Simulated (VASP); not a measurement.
Set up this calculation in VASP 6.6.1, as the native input.

```yaml
Task: single point
Functional: PBEsol
Potentials_or_basis: VASP PAW PBE potentials, release 64 (Al, Ni)
Cutoff: 520 eV
k_mesh: 12 × 12 × 12
Occupations: gaussian, width 0.15 eV
Spin: no spin polarisation
Dipole_correction: no
Further_INCAR_settings: ALGO = Fast; EDIFF = 1e-06; NBANDS = 21
```

The structure of AlNi lies in POSCAR:

```
AlNi
1.0
    4.0426561744      0.0000000000      0.0000000000
    0.0000000000     -4.0426995768      0.0000000000
   -2.0213280872      2.0213497884     -2.8694088111
Al Ni
2 2
Direct
    0.0291789958      1.0413485538      1.0277665899
    0.5291789958      0.5413485538      1.0277665899
    0.2208210042      0.7086514462      0.4722334101
    0.7208210042      0.2086514462      0.4722334101
```

This cell differs from its parent crystal: all Ni atoms moved 0.3 Å in one direction.

The input as run:

INCAR

```
SYSTEM = AlNi
PREC = Accurate ; ENCUT = 520
EDIFF = 1E-6 ; ISMEAR = 0
SIGMA = 0.15 ; LREAL = .FALSE.
LASPH = .TRUE. ; NELM = 80
ALGO = Fast ; ISIF = 2
LWAVE = .FALSE. ; LCHARG = .TRUE.
GGA = PS ; LELF = .TRUE.
LVHAR = .TRUE. ; NBANDS = 21
```

KPOINTS

```
Automatic mesh
0
G
  12 12 12
  0 0 0
```

Potentials or basis: VASP PAW PBE potentials, release 64 (Al, Ni).

Run with:

```bash
$ cat potpaw_PBE.64/Al/POTCAR potpaw_PBE.64/Ni/POTCAR > POTCAR
$ mpirun -np 1 vasp_std > vasp.out
```

It gave:

```yaml
Pressure: 6.7 GPa
Largest_force: 2.153 eV/Å
Band_gap_on_the_k_mesh: zero (bands 13 and 14 overlap by 3.08 eV)
```

Caveat: the cell differs from its parent crystal (all Ni atoms moved 0.3 Å in one direction); the cell stands under pressure; the PAW data sets were made with another functional, which shifts forces and pressure a little.

Run time: 11 min on 1 thread of AMD EPYC 7R13 Processor (Zen 3) (shared host), peak memory 0.75 GiB.
